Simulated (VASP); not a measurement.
# Al2O3 (P-3m1) in VASP: notebook

The runs below take Al2O3 through single point, with LDA.

All numbers are computed with VASP 6.6.1; they aren't measurements. Logs are shortened: lines on timing, memory, paths and dates and some standing lists are left out, and cuts for length are marked.

### Step 1. The cell of the first run

Symmetry: P-3m1, No. 164, trigonal system. Conventional cell: a = 3.259 Å, b = 3.259 Å, c = 6.969 Å, α = 90.00°, β = 90.00°, γ = 120.00°. Within 2.1 Å of Al (site symmetry 3m) lie 4 O at 1.55 to 1.96 Å. O (site symmetry 3m) has 3 Al at 1.96 Å within 2.6 Å. O (site symmetry -3m) has 2 Al at 1.55 Å within 2.1 Å.

### Step 2. Single point, LDA (strain +0.080 along x and y, -0.080 along z)

File INCAR:

```
SYSTEM = Al2O3
PREC     = Accurate       ! precision mode
ENCUT    = 520            ! plane-wave cutoff, eV
EDIFF    = 1E-6           ! SCF threshold, eV
ISMEAR   = 0              ! smearing method
SIGMA    = 0.05           ! smearing width, eV
LREAL    = .FALSE.        ! projectors in reciprocal space
LASPH    = .TRUE.         ! aspherical terms in the spheres
NELM     = 100            ! most SCF steps
ALGO     = Normal         ! electronic algorithm
ISIF     = 2              ! what is computed and relaxed
LWAVE    = .FALSE.        ! write WAVECAR
LCHARG   = .TRUE.         ! write CHGCAR
LELF     = .TRUE.         ! ELF
LVHAR    = .TRUE.       
NBANDS   = 20             ! bands
```

File KPOINTS:

```
Automatic mesh
0
G
  12 12 4
  0 0 0
```

File POSCAR:

```
Al2O3
1.0
    3.2588811475      0.0000000000      0.0000000000
   -1.6294405738      2.8222738617      0.0000000000
    0.0000000000      0.0000000000      6.9686651220
Al O
2 3
Direct
    0.0000000000      0.0000000000      0.2779510000
    0.0000000000      0.0000000000      0.7220490000
    0.3333333333      0.6666666667      0.1994540000
    0.6666666667      0.3333333333      0.8005460000
    0.0000000000      0.0000000000      0.5000000000
```

Potentials or basis: VASP PAW LDA potentials, release 64 (Al, O).

Command:

```
$ cat potpaw_LDA.64/Al/POTCAR potpaw_LDA.64/O/POTCAR > POTCAR
$ mpirun -np 1 vasp_std > vasp.out
```

OUTCAR:

```text
SYSTEM = Al2O3
   PREC = Accurate
   ENCUT = 520
   EDIFF = 1E-6
   ISMEAR = 0
   LREAL = .FALSE.
   LASPH = .TRUE.
   NELM = 100
   ISIF = 2

 ion  position               nearest neighbor table
   1  0.000  0.000  0.278-   5 1.55   3 1.96   3 1.96   3 1.96   2 3.09
   2  0.000  0.000  0.722-   5 1.55   4 1.96   4 1.96   4 1.96   1 3.09
   3  0.333  0.667  0.199-   1 1.96   1 1.96   1 1.96
   4  0.667  0.333  0.801-   2 1.96   2 1.96   2 1.96
   5  0.000  0.000  0.500-   1 1.55   2 1.55

  LATTYP: Found a hexagonal cell.
 ALAT       =     3.2588811475
 C/A-ratio  =     2.1383612371

  Lattice vectors:

 A1 = (   3.2588811475,   0.0000000000,   0.0000000000)
 A2 = (  -1.6294405738,   2.8222738617,   0.0000000000)
 A3 = (   0.0000000000,   0.0000000000,   6.9686651220)

Analysis of symmetry for initial positions (statically):
=====================================================================
 Subroutine PRICEL returns:
 Original cell was already a primitive cell.

 Routine SETGRP: Setting up the symmetry group for a
 hexagonal supercell.

 Subroutine GETGRP returns: Found 12 space group operations
 (whereof 12 operations were pure point group operations)
 out of a pool of 24 trial point group operations.

The static configuration has the point symmetry D_3d.

Analysis of symmetry for dynamics (positions and initial velocities):
=====================================================================
 Subroutine PRICEL returns:
 Original cell was already a primitive cell.

 Routine SETGRP: Setting up the symmetry group for a
 hexagonal supercell.

 Subroutine GETGRP returns: Found 12 space group operations
 (whereof 12 operations were pure point group operations)
 out of a pool of 24 trial point group operations.

The dynamic configuration has the point symmetry D_3d.

 Subroutine INISYM returns: Found 12 space group operations
 (whereof 12 operations are pure point group operations),
 and found     1 'primitive' translations

----------------------------------------------------------------------------------------

                                     Primitive cell

[... 85 lines left out ...]
   NGXF,Y,Z  is equivalent  to a cutoff of  24.49, 24.49, 25.76 a.u.
 SYSTEM =  Al2O3
   PREC   = accura    normal or accurate (medium, high low for compatibility)
   ISTART =      0    job   : 0-new  1-cont  2-samecut
   ICHARG =      2    charge: 1-file 2-atom 10-const
   ISPIN  =      1    spin polarized calculation?
   LNONCOLLINEAR =      F non collinear calculations
   LSORBIT =      F    spin-orbit coupling
   LASPH  =      T    aspherical Exc in radial PAW
   ENCUT  =  520.0 eV  38.22 Ry    6.18 a.u.   6.06  6.06 12.96*2*pi/ulx,y,z
   NELM   =    100;   NELMIN=  2; NELMDL= -5     # of ELM steps
   EDIFF  = 0.1E-05   stopping-criterion for ELM
   LREAL  =      F    real-space projection
   EDIFFG = 0.1E-04   stopping-criterion for IOM
   NSW    =      0    number of steps for IOM
   IBRION =     -1    ionic relax: 0-MD 1-quasi-New 2-CG
   NFREE  =      0    steps in history (QN), initial steepest desc. (CG)
   ISIF   =      2    stress and relaxation
   ISYM   =      2    0-nonsym 1-usesym 2-fastsym
   POTIM  = 0.5000    time-step for ionic-motion
   TEBEG  =    0.0;   TEEND  =   0.0 temperature during run
   PSTRESS=    0.0 pullay stress
   NELECT =      24.0000    total number of electrons
   NUPDOWN=      -1.0000    fix difference up-down
   EMIN   =  10.00;   EMAX   =-10.00  energy-range for DOS
   EFERMI =   0.00;   METHOD = LEGACY
   ISMEAR =     0;   SIGMA  =   0.05  broadening in eV -4-tet -1-fermi 0-gaus
   EFERMI_NEDOS =   21; number of points for ismear=-14 and -15
   IALGO  =     38    algorithm
   IMIX   =      4    mixing-type and parameters
     AMIX     =   0.40;   BMIX     =  1.00
     AMIX_MAG =   1.60;   BMIX_MAG =  1.00
  volume/ion in A,a.u.               =      12.82        86.51
  Fermi-wavevector in a.u.,A,eV,Ry     =   1.179975  2.229830 18.943951  1.392341
  Thomas-Fermi vector in A             =   2.316276
   LORBIT       =      0    0 simple, 1 ext, 2 COOP (PROOUT), +10 PAW based schemes
   GGA     = CA    functional components
   LHFCALC =     F    Hartree Fock is set to
   AEXX    =    0.0000 exact exchange contribution
   IVDW    =     0    specifies the selected vdW correction
   LEPSILON=     F    determine dielectric tensor
   LRPA    =     F    only Hartree local field effects (RPA)
 non-spin polarized calculation
 Gauss-broadening in eV      SIGMA  =   0.05
  energy-cutoff  :      520.00
  volume of cell :       64.09
 maximum number of plane-waves:      1758
   NGX = 13   NGY = 13   NGZ = 25

 number of electron      24.0000016 magnetization

 Free energy of the ion-electron system (eV)
  ---------------------------------------------------
  ext. energy  EPLUGINS =         0.00000000
  ---------------------------------------------------
  free energy    TOTEN  =       -37.98517415 eV

  energy without entropy =      -37.98517415  energy(sigma->0) =      -37.98517415

 E-fermi :   1.9774     XC(G=0):  -9.9560

 val. band max:        1.6821082572   @ k =   0.3333   0.0833   0.2500
 cond. band min:       4.3905348419   @ k =   0.0000   0.0000   0.0000
 fundamental gap:      2.7084265847
 Fermi energy:         1.9773745076

 k-point     1 :       0.0000    0.0000    0.0000
  band No.  band energies     occupation
      1     -15.5515      2.00000
      2     -14.7967      2.00000
      3     -14.2014      2.00000
      4      -3.0457      2.00000
      5      -0.5419      2.00000
      6      -0.1729      2.00000
[... 541 lines left out ...]
     19      13.7293      0.00000
     20      14.5535      0.00000

 [... further k-points ...]
[... 5 lines left out ...]
  --------------------------------------------------------------------------------------
  -------------------------------------------------------------------------------------
  Total      -11.9415311    -11.9415311     16.0416456      0.0000000      0.0000000      0.0000000
  in kB     -298.5061782   -298.5061782    400.9980207      0.0000000      0.0000000      0.0000000
  external PRESSURE =     -65.3381119 kB  Pullay stress =       0.0000000 kB

 VOLUME and BASIS-vectors are now :
 -----------------------------------------------------------------------------
  energy-cutoff  :      520.00
  volume of cell :       64.09
      direct lattice vectors                 reciprocal lattice vectors
     3.258881147  0.000000000  0.000000000     0.306853780  0.177162113  0.000000000
    -1.629440574  2.822273862  0.000000000     0.000000000  0.354324225  0.000000000
     0.000000000  0.000000000  6.968665122     0.000000000  0.000000000  0.143499506

 POSITION                                       TOTAL-FORCE (eV/Angst)
 -----------------------------------------------------------------------------------
      0.00000      0.00000      1.93695        -0.000000      0.000000     -6.073796
      0.00000      0.00000      5.03172        -0.000000     -0.000000      6.073796
     -0.00000      1.88152      1.38993        -0.000000      0.000000      0.636254
      1.62944      0.94076      5.57874         0.000000      0.000000     -0.636254
      0.00000      0.00000      3.48433         0.000000      0.000000     -0.000000
 -----------------------------------------------------------------------------------
    total drift:                                0.000000      0.000000     -0.000000

  FREE ENERGIE OF THE ION-ELECTRON SYSTEM (eV)
  ---------------------------------------------------
  free  energy   TOTEN  =       -37.9851741509 eV

  energy  without entropy=      -37.9851741509  energy(sigma->0) =      -37.98517415
```

OSZICAR:

```text
N       E                     dE             d eps       ncg     rms          rms(c)
DAV:   1     0.103895194495E+03    0.10390E+03   -0.12358E+04  2760   0.109E+03
DAV:   2    -0.366816602712E+02   -0.14058E+03   -0.13618E+03  3408   0.235E+02
DAV:   3    -0.443835412199E+02   -0.77019E+01   -0.76741E+01  3576   0.585E+01
DAV:   4    -0.444372698308E+02   -0.53729E-01   -0.53716E-01  3412   0.545E+00
DAV:   5    -0.444377372319E+02   -0.46740E-03   -0.46739E-03  3396   0.501E-01    0.144E+01
DAV:   6    -0.383205009088E+02    0.61172E+01   -0.20885E+01  3176   0.305E+01    0.619E+00
DAV:   7    -0.381148814423E+02    0.20562E+00   -0.72495E-01  3336   0.643E+00    0.271E+00
DAV:   8    -0.380134596390E+02    0.10142E+00   -0.94816E-02  3512   0.245E+00    0.120E+00
DAV:   9    -0.379850872921E+02    0.28372E-01   -0.30920E-02  3532   0.162E+00    0.215E-01
DAV:  10    -0.379854362823E+02   -0.34899E-03   -0.91540E-03  3648   0.846E-01    0.198E-01
DAV:  11    -0.379852163986E+02    0.21988E-03   -0.10867E-03  3360   0.273E-01    0.115E-01
DAV:  12    -0.379851757787E+02    0.40620E-04   -0.54657E-04  3204   0.156E-01    0.169E-02
DAV:  13    -0.379851742092E+02    0.15694E-05   -0.16509E-05  3428   0.342E-02    0.573E-03
DAV:  14    -0.379851741509E+02    0.58358E-07   -0.19608E-06  2700   0.101E-02
   1 F= -.37985174E+02 E0= -.37985174E+02  d E =-.621256E-18
```

stdout:

```text
POSCAR found type information on POSCAR AlO
 POSCAR found :  2 types and       5 ions
 scaLAPACK will be used
 LDA part: xc-table for (Slater(with rela. corr.)+CA(PZ))
 , standard interpolation
 POSCAR, INCAR and KPOINTS ok, starting setup
 FFT: planning ... GRIDC
 FFT: planning ... GRID_SOFT
 FFT: planning ... GRID
 WAVECAR not read
 entering main loop
```

Run time: 28 s. Hardware: 1 thread of Intel Xeon 6975P-C (Granite Rapids), shared host; peak memory 0.19 GiB.

What came out:

* Free energy: -37.9852 eV
* Pressure: -6.5 GPa
* Largest force: 6.074 eV/Å
* Band gap on the k mesh: 2.71 eV, indirect (least direct gap 3.07 eV)

Forces in eV/Å, atoms in the order of the input:
```
Al   0.000  0.000 -6.074
Al   0.000  0.000  6.074
O    0.000  0.000  0.636
O    0.000  0.000 -0.636
O    0.000  0.000  0.000
```

Caveat: the cell differs from its parent crystal (strain +0.080 along x and y, -0.080 along z); forces of over 1 eV/Å act on the atoms, so gaps and moduli don't describe the material at rest.

### Step 3. Single point, LDA (strain +0.000 along x and y, +0.080 along z)

File INCAR:

```
ALGO     = Normal         # electronic algorithm
EDIFF    = 1E-6           # SCF threshold, eV
ENCUT    = 520            # plane-wave cutoff, eV
GGA      = CA             # functional
ISIF     = 2              # what is computed and relaxed
ISMEAR   = 0              # smearing method
LASPH    = T              # aspherical terms in the spheres
LCHARG   = T              # write CHGCAR
LELF     = T              # ELF
LREAL    = F              # projectors in reciprocal space
LVHAR    = T            
LWAVE    = F              # write WAVECAR
NBANDS   = 20             # bands
NELM     = 80             # most SCF steps
PREC     = Accurate       # precision mode
SIGMA    = 0.05           # smearing width, eV
```

File KPOINTS:

```
k-points
0
Gamma
  12 12 4
```

POSCAR: that of step 2 with these lines changed.

```diff
@@ -2,5 +2,5 @@
 1.0
-    3.2588811475      0.0000000000      0.0000000000
-   -1.6294405738      2.8222738617      0.0000000000
-    0.0000000000      0.0000000000      6.9686651220
+    3.0174825440      0.0000000000      0.0000000000
+   -1.5087412720      2.6132165386      0.0000000000
+    0.0000000000      0.0000000000      8.1806068824
 Al O
```

Potentials or basis: VASP PAW LDA potentials, release 64 (Al, O).

Command:

```
$ cat potpaw_LDA.64/Al/POTCAR potpaw_LDA.64/O/POTCAR > POTCAR
$ mpirun -np 1 vasp_std > vasp.out
```

OUTCAR:

```text
EDIFF = 1E-6
   ENCUT = 520
   GGA = CA
   ISIF = 2
   ISMEAR = 0
   LASPH = T
   LREAL = F
   NELM = 80
   PREC = Accurate

 ion  position               nearest neighbor table
   1  0.000  0.000  0.278-   5 1.82   3 1.86   3 1.86   3 1.86
   2  0.000  0.000  0.722-   5 1.82   4 1.86   4 1.86   4 1.86
   3  0.333  0.667  0.199-   1 1.86   1 1.86   1 1.86
   4  0.667  0.333  0.801-   2 1.86   2 1.86   2 1.86
   5  0.000  0.000  0.500-   1 1.82   2 1.82

  LATTYP: Found a hexagonal cell.
 ALAT       =     3.0174825440
 C/A-ratio  =     2.7110701597

  Lattice vectors:

 A1 = (   3.0174825440,   0.0000000000,   0.0000000000)
 A2 = (  -1.5087412720,   2.6132165386,   0.0000000000)
 A3 = (   0.0000000000,   0.0000000000,   8.1806068824)

Analysis of symmetry for initial positions (statically):
=====================================================================
 Subroutine PRICEL returns:
 Original cell was already a primitive cell.

 Routine SETGRP: Setting up the symmetry group for a
 hexagonal supercell.

 Subroutine GETGRP returns: Found 12 space group operations
 (whereof 12 operations were pure point group operations)
 out of a pool of 24 trial point group operations.

The static configuration has the point symmetry D_3d.

Analysis of symmetry for dynamics (positions and initial velocities):
=====================================================================
 Subroutine PRICEL returns:
 Original cell was already a primitive cell.

 Routine SETGRP: Setting up the symmetry group for a
 hexagonal supercell.

 Subroutine GETGRP returns: Found 12 space group operations
 (whereof 12 operations were pure point group operations)
 out of a pool of 24 trial point group operations.

[... 116 lines left out ...]
   PSTRESS=    0.0 pullay stress
   NELECT =      24.0000    total number of electrons
   NUPDOWN=      -1.0000    fix difference up-down
   EMIN   =  10.00;   EMAX   =-10.00  energy-range for DOS
   EFERMI =   0.00;   METHOD = LEGACY
   ISMEAR =     0;   SIGMA  =   0.05  broadening in eV -4-tet -1-fermi 0-gaus
   EFERMI_NEDOS =   21; number of points for ismear=-14 and -15
   IALGO  =     38    algorithm
   IMIX   =      4    mixing-type and parameters
     AMIX     =   0.40;   BMIX     =  1.00
     AMIX_MAG =   1.60;   BMIX_MAG =  1.00
  volume/ion in A,a.u.               =      12.90        87.06
  Fermi-wavevector in a.u.,A,eV,Ry     =   1.177452  2.225062 18.863037  1.386394
  Thomas-Fermi vector in A             =   2.313799
   LORBIT       =      0    0 simple, 1 ext, 2 COOP (PROOUT), +10 PAW based schemes
   GGA     = CA    functional components
   LHFCALC =     F    Hartree Fock is set to
   AEXX    =    0.0000 exact exchange contribution
   IVDW    =     0    specifies the selected vdW correction
   LEPSILON=     F    determine dielectric tensor
   LRPA    =     F    only Hartree local field effects (RPA)
 non-spin polarized calculation
 Gauss-broadening in eV      SIGMA  =   0.05
  energy-cutoff  :      520.00
  volume of cell :       64.51
 maximum number of plane-waves:      1770
 NGX is ok and might be reduce to    24
   NGX = 11   NGY = 11   NGZ = 31

 number of electron      24.0000007 magnetization

 Free energy of the ion-electron system (eV)
  ---------------------------------------------------
  ext. energy  EPLUGINS =         0.00000000
  ---------------------------------------------------
  free energy    TOTEN  =       -38.99076357 eV

  energy without entropy =      -38.99076357  energy(sigma->0) =      -38.99076357

 E-fermi :   4.0191     XC(G=0):  -9.8807

 val. band max:        3.7301587847   @ k =   0.0000   0.0000   0.0000
 cond. band min:       4.5954025439   @ k =   0.0000   0.0000   0.0000
 fundamental gap:      0.8652437591
 Fermi energy:         4.0191051443

 k-point     1 :       0.0000    0.0000    0.0000
  band No.  band energies     occupation
      1     -16.5136      2.00000
      2     -16.4200      2.00000
      3     -12.8619      2.00000
      4      -2.8305      2.00000
      5      -1.8075      2.00000
      6      -0.9395      2.00000
[... 541 lines left out ...]
     19      14.2721      0.00000
     20      14.9495      0.00000

 [... further k-points ...]
[... 5 lines left out ...]
  --------------------------------------------------------------------------------------
  -------------------------------------------------------------------------------------
  Total       -3.3471788     -3.3471788    -14.6246026      0.0000000     -0.0000000      0.0000000
  in kB      -83.1349808    -83.1349808   -363.2360702      0.0000000     -0.0000000      0.0000000
  external PRESSURE =    -176.5020106 kB  Pullay stress =       0.0000000 kB

 VOLUME and BASIS-vectors are now :
 -----------------------------------------------------------------------------
  energy-cutoff  :      520.00
  volume of cell :       64.51
      direct lattice vectors                 reciprocal lattice vectors
     3.017482544  0.000000000  0.000000000     0.331402083  0.191335082  0.000000000
    -1.508741272  2.613216539  0.000000000     0.000000000  0.382670163  0.000000000
     0.000000000  0.000000000  8.180606882     0.000000000  0.000000000  0.122240320

 POSITION                                       TOTAL-FORCE (eV/Angst)
 -----------------------------------------------------------------------------------
      0.00000      0.00000      2.27381        -0.000000      0.000000      2.475249
      0.00000      0.00000      5.90680         0.000000     -0.000000     -2.475249
     -0.00000      1.74214      1.63165        -0.000000      0.000000      1.058690
      1.50874      0.87107      6.54895         0.000000      0.000000     -1.058690
      0.00000      0.00000      4.09030        -0.000000      0.000000     -0.000000
 -----------------------------------------------------------------------------------
    total drift:                                0.000000      0.000000     -0.000000

  FREE ENERGIE OF THE ION-ELECTRON SYSTEM (eV)
  ---------------------------------------------------
  free  energy   TOTEN  =       -38.9907635658 eV

  energy  without entropy=      -38.9907635658  energy(sigma->0) =      -38.99076357
```

Run time: 35 s. Hardware: 1 thread of Intel Xeon 6975P-C (Granite Rapids), shared host; peak memory 0.19 GiB.

Results:

```
Free energy            : -38.9908 eV
Pressure               : -17.7 GPa
Largest force          : 2.475 eV/Å
Band gap on the k mesh : 0.87 eV, direct
```

Forces in eV/Å, atoms in the order of the input:
```
Al   0.000  0.000  2.475
Al   0.000  0.000 -2.475
O    0.000  0.000  1.059
O    0.000  0.000 -1.059
O    0.000  0.000  0.000
```

Caveat: the cell differs from its parent crystal (strain +0.000 along x and y, +0.080 along z); forces of over 1 eV/Å act on the atoms, so gaps and moduli don't describe the material at rest. A k mesh can miss the band edges.
